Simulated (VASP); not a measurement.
# La2Zn5Pb in VASP: further runs, part 2 of 2

VASP 6.6.1.

## (3) Single point, PBE

The input, INCAR:

```
SYSTEM = La2Zn5Pb
PREC     = Accurate       ! precision mode
ENCUT    = 520            ! plane-wave cutoff, eV
EDIFF    = 1E-6           ! SCF threshold, eV
ISMEAR   = -1             ! smearing method
SIGMA    = 0.1            ! smearing width, eV
LREAL    = Auto         
LASPH    = .True.         ! aspherical terms in the spheres
NELM     = 100            ! most SCF steps
ALGO     = Normal         ! electronic algorithm
ISIF     = 2              ! what is computed and relaxed
LWAVE    = .False.        ! write WAVECAR
LCHARG   = .False.        ! write CHGCAR
GGA      = PE             ! functional
NBANDS   = 110            ! bands
```

The input, KPOINTS:

```
regular mesh
0
Gamma
  2 2 3
  0 0 0
```

The input, POSCAR:

```
La2Zn5Pb
1.0
    7.9741380000     -0.5935480000     -0.9859320000
   -0.1063630000      7.1375270000      0.9693320000
    1.1450340000      0.9038430000      6.4777290000
La Pb Zn
4 2 10
Direct
    0.1326014210      0.3860425510      0.2923551736
    0.6175626474      0.1309846811      0.0076610388
    0.6562451344      0.8287313522      0.5079107599
    0.3495612189      0.4576890829      0.7839704189
    0.9831446002      0.2799492397      0.7625586012
    0.8795407267      0.8851313822      0.8555816668
    0.7401695828      0.2972712835      0.3895415059
    0.5064101879      0.4513092930      0.1873262172
    0.8327430659      0.5012072642      0.9564045975
    0.0394881652      0.6869463947      0.6149438365
    0.4661572495      0.1542840855      0.5958887518
    0.1706836816      0.0165143756      0.6282951310
    0.3409585506      0.9927124522      0.3232003066
    0.1856740086      0.7800060683      0.9723437187
    0.0386131855      0.9674469697      0.2816140763
    0.8739691407      0.6757337148      0.2390326656
```

Potentials or basis: VASP PAW PBE potentials, release 64 (La, Pb_d, Zn).

Started as:

```sh
> cat potpaw_PBE.64/La/POTCAR potpaw_PBE.64/Pb_d/POTCAR potpaw_PBE.64/Zn/POTCAR > POTCAR
> mpirun -np 1 vasp_std > vasp.out
```

Run time: 7.6 min. Hardware: 1 thread of Intel Xeon 6975P-C (Granite Rapids), shared host; peak memory 0.53 GiB.

Results (log left out):

- Free energy: -35.9596 eV
- Pressure: 7.4 GPa
- Largest force: 1.471 eV/Å
- Band gap on the k mesh: zero (bands 96 and 97 overlap by 0.17 eV)

Forces on the atoms (eV/Å):
```
La   0.084  0.454 -0.655
La  -0.204 -1.002  0.106
La  -0.195 -0.526 -0.256
La   0.093  0.431 -0.246
Pb   0.079  1.433  0.248
Pb  -1.374 -0.331  0.410
Zn   0.352  0.163  0.290
Zn   0.363  0.640  0.437
Zn  -0.572 -0.161  0.417
Zn   0.186 -0.534 -0.629
Zn   0.050  0.168 -0.655
Zn   0.853  0.222 -0.054
Zn  -0.293 -0.328 -0.345
Zn   1.095 -0.074  0.328
Zn  -0.498  0.119 -0.372
Zn  -0.019 -0.673  0.976
```

Stress tensor (GPa, compression positive):
```
 7.36  0.16 -1.47
 0.16  7.84 -0.87
-1.47 -0.87  7.10
```

Levels at points of the mesh, in eV from the Fermi level:
| k point | band 92 | band 93 | band 94 | band 95 | band 96 | band 97 | band 98 | band 99 | band 100 | band 101 |
| --- | --- | --- | --- | --- | --- | --- | --- | --- | --- | --- |
| (0.00, 0.00, 0.00) | -0.95 | -0.58 | -0.46 | -0.39 | -0.14 | 0.20 | 0.51 | 0.71 | 0.87 | 0.99 |
| (0.50, 0.00, 0.00) | -0.96 | -0.74 | -0.56 | -0.18 | -0.04 | 0.03 | 0.48 | 0.58 | 0.91 | 1.11 |
| (0.00, 0.50, 0.00) | -0.97 | -0.64 | -0.48 | -0.28 | -0.04 | 0.14 | 0.20 | 0.38 | 0.53 | 0.68 |
| (0.50, 0.50, 0.00) | -1.17 | -0.80 | -0.74 | -0.49 | -0.24 | 0.19 | 0.33 | 0.49 | 0.53 | 0.81 |

Caveat: the k points lie up to 0.46 Å⁻¹ apart; spin-orbit coupling is left out, which moves the levels of the heavy elements.

## (4) Single point, PBE

The input, INCAR:

```
SYSTEM = La2Zn5Pb
PREC = Accurate
ENCUT = 520
EDIFF = 1E-6
ISMEAR = -1
SIGMA = 0.1
LREAL = Auto
LASPH = .TRUE.
NELM = 100
ALGO = Normal
ISIF = 2
LWAVE = .FALSE.
LCHARG = .FALSE.
GGA = PE
NBANDS = 110
```

The input, KPOINTS:

```
regular mesh
0
G
  2 2 3
  0 0 0
```

The input, POSCAR:

```
La2Zn5Pb
1.0
    7.9741380000     -0.5935480000     -0.9859320000
   -0.1063630000      7.1375270000      0.9693320000
    1.1450340000      0.9038430000      6.4777290000
La Pb Zn
4 2 10
Direct
    0.1328311311      0.3847243155      0.2900696946
    0.6126912346      0.1285182459      0.0092330269
    0.6572532485      0.8286534906      0.5087970899
    0.3507128564      0.4582753769      0.7880882390
    0.9837118996      0.2828061652      0.7612766719
    0.8766773303      0.8841853650      0.8555436736
    0.7427586020      0.2970084691      0.3916531026
    0.5078435380      0.4549610544      0.1901765088
    0.8247860056      0.4964372367      0.9605715856
    0.0441294424      0.6863322490      0.6111924129
    0.4651560187      0.1617249738      0.5916315751
    0.1766645190      0.0123506301      0.6263686458
    0.3408351327      0.9948853452      0.3177465532
    0.1920283032      0.7800122219      0.9735459822
    0.0410805513      0.9635477425      0.2791339325
    0.8721342604      0.6770765763      0.2416373213
```

Potentials or basis: VASP PAW PBE potentials, release 64 (La, Pb_d, Zn).

Started as:

```sh
> cat potpaw_PBE.64/La/POTCAR potpaw_PBE.64/Pb_d/POTCAR potpaw_PBE.64/Zn/POTCAR > POTCAR
> mpirun -np 1 vasp_std > vasp.out
```

OUTCAR:

```text
SYSTEM = La2Zn5Pb
   PREC = Accurate
   ENCUT = 520
   EDIFF = 1E-6
   ISMEAR = -1
   LREAL = Auto
   LASPH = .TRUE.
   NELM = 100
   ISIF = 2
   GGA = PE

 ion  position               nearest neighbor table
   1  0.133  0.385  0.290-   8 3.03  14 3.04  15 3.07  12 3.07  16 3.09   7 3.15   5 3.17   4 3.59

   2  0.613  0.129  0.009-  13 2.84   9 2.93  11 3.02   8 3.08   6 3.20   7 3.26   5 3.29   4 3.42
                             3 3.50
[... 1124 lines left out ...]
  Total       15.9278813     16.5113930     15.7960437      0.9937461     -2.0379118     -3.2777700
  in kB       69.1987668     71.7338366     68.6259975      4.3173352     -8.8537191    -14.2402894
  external PRESSURE =      69.8528670 kB  Pullay stress =       0.0000000 kB

 VOLUME and BASIS-vectors are now :
 -----------------------------------------------------------------------------
  energy-cutoff  :      520.00
  volume of cell :      368.78
      direct lattice vectors                 reciprocal lattice vectors
     7.974138000 -0.593548000 -0.985932000     0.122996206  0.004877968 -0.022422018
    -0.106363000  7.137527000  0.969332000     0.008009371  0.143128371 -0.021386597
     1.145034000  0.903843000  6.477729000     0.017521906 -0.020675389  0.154162690

 POSITION                                       TOTAL-FORCE (eV/Angst)
 -----------------------------------------------------------------------------------
      1.35043      2.92932      2.12096         0.033248      0.411314     -0.568675
      4.88259      0.56199     -0.41969         0.035076     -0.983048     -0.117315
      5.73548      5.98430      3.45108        -0.406612     -0.422425     -0.273870
      3.65028      3.77510      5.20346         0.075640      0.387480     -0.255495
      8.68586      2.12273      4.23560         0.008703      1.112394      0.291981
      7.87633      6.56382      5.53470        -0.777136     -0.341008      0.322194
[... 8 lines left out ...]
      0.54471      7.10526      2.70165        -0.515262      0.224286     -0.376081
      7.15919      4.53340      1.36171        -0.020627     -0.818097      0.755843
 -----------------------------------------------------------------------------------
    total drift:                               -0.001850      0.011955      0.009758

  FREE ENERGIE OF THE ION-ELECTRON SYSTEM (eV)
  ---------------------------------------------------
  free  energy   TOTEN  =       -36.2326585649 eV

  energy  without entropy=      -35.9253105418  energy(sigma->0) =      -36.07898455
```

OSZICAR:

```text
N       E                     dE             d eps       ncg     rms          rms(c)
DAV:   1     0.215129583847E+04    0.21513E+04   -0.77711E+04  1760   0.272E+03
DAV:   2     0.596579068923E+03   -0.15547E+04   -0.14562E+04  1760   0.593E+02
DAV:   3     0.510736106092E+02   -0.54551E+03   -0.53652E+03  2080   0.310E+02
[... 11 lines left out ...]
DAV:  15    -0.362326304291E+02   -0.13037E-03   -0.16111E-03  3064   0.251E-01    0.439E-02
DAV:  16    -0.362326547414E+02   -0.24312E-04   -0.29589E-04  3208   0.868E-02    0.289E-02
DAV:  17    -0.362326559954E+02   -0.12541E-05   -0.25712E-05  2600   0.629E-02    0.101E-02
DAV:  18    -0.362326578954E+02   -0.18999E-05   -0.13866E-05  2224   0.372E-02    0.427E-03
DAV:  19    -0.362326585649E+02   -0.66952E-06   -0.97743E-06  2136   0.185E-02
   1 F= -.36232659E+02 E0= -.36078985E+02  d E =-.307348E+00
```

It took 7.3 min on 1 thread of Intel Xeon 6975P-C (Granite Rapids), shared host; peak memory 0.53 GiB.

What came out:

```
Free energy            : -36.2327 eV
Pressure               : 7.0 GPa
Largest force          : 1.150 eV/Å
Band gap on the k mesh : zero (bands 96 and 97 overlap by 0.18 eV)
```

Forces in eV/Å, atoms in the order of the input:
```
La   0.033  0.411 -0.569
La   0.035 -0.983 -0.117
La  -0.407 -0.422 -0.274
La   0.076  0.387 -0.255
Pb   0.009  1.112  0.292
Pb  -0.777 -0.341  0.322
Zn   0.280  0.146  0.269
Zn   0.378  0.602  0.444
Zn  -0.447  0.035  0.332
Zn   0.076 -0.446 -0.409
Zn   0.176  0.127 -0.737
Zn   0.494  0.257  0.249
Zn  -0.240 -0.346 -0.238
Zn   0.850  0.053  0.312
Zn  -0.515  0.224 -0.376
Zn  -0.021 -0.818  0.756
```

Caveat: the k points lie up to 0.46 Å⁻¹ apart; spin-orbit coupling is left out, which moves the levels of the heavy elements.

## (5) The runs side by side

| cell | gap on the mesh (eV) | pressure (GPa) | largest force (eV/Å) |
| --- | --- | --- | --- |
| as given, atomic positions A | none | 7.8 | 1.94 |
| as given, atomic positions B | none | 7.4 | 1.47 |
| as given, atomic positions C | none | 7.0 | 1.15 |

Alike in all rows: task single point; level PBE; potentials or basis VASP PAW PBE potentials, release 64 (La, Pb_d, Zn); no spin polarisation; k mesh 2 × 2 × 3; cutoff (eV) 520; smearing fermi-dirac 0.1 eV.

Caveats: all runs use coarse meshes; spin-orbit coupling is left out, which moves the levels of the heavy elements.

Absolute energies hang on the potentials; compare differences alone.
